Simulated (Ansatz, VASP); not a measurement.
# One calculation of Ge2SbO, two programs

```
Ge Sb O
1.0
     3.12105    0.00000    0.00000
    -1.56052    2.70291    0.00000
     0.00000    0.00000   18.14076
Ge Sb O
4 2 2
Direct
  0.33333 0.66667 0.08410
  0.66667 0.33333 0.58410
  0.33333 0.66667 0.41590
  0.66667 0.33333 0.91590
  0.33333 0.66667 0.25000
  0.66667 0.33333 0.75000
  0.00000 0.00000 0.00000
  0.00000 0.00000 0.50000
```

Change from the starting cell: species swapped into the CrCuO2 type (P6_3/mmc, No. 194).

Alike in both runs: functional PBE; k mesh 6 × 6 × 2; occupations gaussian, width 0.1 eV; no spin polarisation.

Ansatz relaxed the structure, and its values are those at the end. VASP's run is a single point on that final structure, the one shown.

```csv
,VASP,Ansatz
version,VASP 6.6.1,Ansatz 0.2.0
potentials or method,"VASP PAW PBE potentials, release 64 (Ge_d, Sb, O), cutoff 520 eV","scalar-relativistic, plane waves, PAW"
valence electrons in the cell,78,98
```

```csv
,VASP,Ansatz,Ansatz less VASP
gap on the k mesh at the Fermi level (eV),none,none,-
pressure (GPa),0.1,0.1,-0.03
rms of the force components (eV/Å),0.012,0.004,-0.0081
```

A gap of «none» marks a metal or a gap that the smearing closes. The functional is the same, so the differences come from potentials, cutoffs and numerics. VASP's potentials hold 78 valence electrons a cell and Ansatz's 98, so a difference there can come from the potentials and not from the codes.

The k mesh is coarse, so the values compare programs but aren't converged. Spin-orbit coupling is off throughout.
